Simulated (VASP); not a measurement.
Runs of VASP 6.6.1 on TiC3. The structure is that of space group Pm-3m (No. 221), or close to it. The cells are those of the table. 

```tsv
task	spin	cell	k mesh	cutoff (eV)	k mesh for the DOS	occupations for the DOS	gap on the mesh (eV)	pressure (GPa)
single point	off	a = 3.198 Å, 4 atoms	6 × 6 × 6	520	-	-	none	0.6
relaxation of cell and atoms	off	relaxed from a = 3.937 Å, 4 atoms	4 × 4 × 4	600	-	-	none	-0.3
relaxation of cell and atoms	off	relaxed from a = 3.196 Å, 4 atoms	6 × 6 × 6	600	-	-	none	-0.5
single point	collinear, ferromagnetic start	a = 3.198 Å, 4 atoms	6 × 6 × 6	520	-	-	none	(a)
```

Alike in all rows: level PBE; potentials or basis VASP PAW PBE potentials, release 64 (Ti_sv, C); smearing gaussian 0.1 eV.

Fill in the values left out.

(a) 0.5.

Caveats: some runs use coarse meshes.

A gap of «none» marks levels without a gap at the run's occupations.
